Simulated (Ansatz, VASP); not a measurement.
**C in VASP and in Ansatz**

The input INCAR:

```
  PREC = Accurate
  ENCUT = 520
  EDIFF = 1E-7
  ISMEAR = 0
  SIGMA = 0.05
  LREAL = F
  LASPH = T
  NELM = 60
  ALGO = Normal
  ISIF = 2
  LWAVE = F
  LCHARG = F
  GGA = CA
  NBANDS = 11
```

The input KPOINTS:

```
Automatic mesh
0
Gamma
  12 12 12
```

POSCAR

```
C
1.0
    0.0000000000      1.8522374245      1.6818315814
    1.8522374245      0.0000000000      1.6818315814
    1.8522374245      1.8522374245      0.0000000000
C
2
Direct
    0.5000000000      0.5000000000      0.5000000000
    0.7500000000      0.7500000000      0.7500000000
```

Input for Ansatz:

```yaml
crystal:
  lattice:
    - [0.0, 1.8522374245, 1.6818315814]
    - [1.8522374245, 0.0, 1.6818315814]
    - [1.8522374245, 1.8522374245, 0.0]
  atoms:
    - { symbol: C, position: [0.5, 0.5, 0.5] }
    - { symbol: C, position: [0.75, 0.75, 0.75] }
basis:
  ecutwfc: 520.0
kpoints:
  mp_grid: { grid: [12, 12, 12] }
hamiltonian:
  xc: lda
  pseudopotentials: { kind: paw, azcp: { folder: soft_1 } }
scf:
  occupations: { method: gaussian, width: 0.05 }
output:
  forces: true
  stress: true
  eigenvalues: true
```

Alike in both runs: task single point; functional LDA; k mesh 12 × 12 × 12; occupations gaussian, width 0.05 eV; no spin polarisation.

|  | VASP | Ansatz |
| --- | --- | --- |
| version | VASP 6.6.1 | Ansatz 0.2.0 |
| potentials or method | VASP PAW LDA potentials, release 64 (C), cutoff 520 eV | scalar-relativistic, plane waves, PAW |
| valence electrons in the cell | 8 | 8 |

```csv
,VASP,Ansatz,Ansatz less VASP
gap on the k mesh at the Fermi level (eV),1.77,1.78,+0.012
least direct gap on the mesh (eV),3.95,3.95,-0.002
pressure (GPa),-18.5,-19.9,-1.43
"traceless stress, the component that is largest in VASP (GPa)",52.57,52.66,+0.087
```

Ansatz warns that its potentials were made for another functional, while VASP's fit it. LDA's correlation is that of Perdew and Zunger in VASP and of Perdew and Wang (1992) in Ansatz.
